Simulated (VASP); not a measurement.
Set up this calculation in VASP 6.6.1, as the native input.

```
Task                   : single point
Functional             : r2SCAN
Potentials or basis    : VASP PAW PBE potentials, release 64 (Mg, C)
Cutoff                 : 520 eV
k mesh                 : 5 × 5 × 5
Occupations            : fermi-dirac, width 0.05 eV
Spin                   : no spin polarisation
Dipole correction      : no
Further INCAR settings : ALGO = Normal; EDIFF = 1e-06; NBANDS = 19
```

Crystal: MgC2.

```
CELL_PARAMETERS angstrom
3.93558 0.00000 0.00000
0.00000 3.93558 0.00000
0.00000 0.00000 4.93591
ATOMIC_POSITIONS crystal
Mg 0.00000 0.00000 0.50000
Mg 0.50000 0.50000 0.00000
C 0.38816 0.61184 0.50000
C 0.11184 0.11184 0.00000
C 0.61184 0.38816 0.50000
C 0.88816 0.88816 0.00000
```

One way to write it, as run:

POSCAR

```
MgC2
1.0
    3.9355759411      0.0000000000      0.0000000000
    0.0000000000      3.9355759411      0.0000000000
    0.0000000000      0.0000000000      4.9359056770
Mg C
2 4
Direct
    0.0000000000      0.0000000000      0.5000000000
    0.5000000000      0.5000000000      0.0000000000
    0.3881593622      0.6118406378      0.5000000000
    0.1118406378      0.1118406378      0.0000000000
    0.6118406378      0.3881593622      0.5000000000
    0.8881593622      0.8881593622      0.0000000000
```

INCAR.step1

```
PREC = Accurate
ENCUT = 520
ISMEAR = -1
SIGMA = 0.05
LREAL = F
LASPH = T
NELM = 60
NBANDS = 19
GGA = PE
ALGO = Normal
EDIFF = 1E-4
LWAVE = T
LCHARG = F
```

INCAR.step2

```
PREC = Accurate
ENCUT = 520
EDIFF = 1E-6
ISMEAR = -1
SIGMA = 0.05
LREAL = F
LASPH = T
NELM = 60
ALGO = Normal
ISIF = 2
LWAVE = F
LCHARG = F
METAGGA = R2SCAN
LMIXTAU = T
NBANDS = 19
ISTART = 1
```

KPOINTS

```
regular mesh
0
Gamma
  5 5 5
```

Potentials or basis: VASP PAW PBE potentials, release 64 (Mg, C).

Launch:

```console
$ cat potpaw_PBE.64/Mg/POTCAR potpaw_PBE.64/C/POTCAR > POTCAR
$ cp INCAR.step1 INCAR
$ mpirun -np 1 vasp_std > vasp.out
$ cp INCAR.step2 INCAR
$ mpirun -np 1 vasp_std > vasp.out
```

It gave:

```
Pressure               : 0.0 GPa
Largest force          : 0.220 eV/Å
Band gap on the k mesh : 2.99 eV, indirect (least direct gap 3.28 eV)
```

Caveat: the PAW data sets were made with another functional, which shifts forces and pressure a little.

It took 89 s on 1 thread of AMD EPYC 7R13 Processor (Zen 3), on a shared host, peak memory 0.17 GiB.
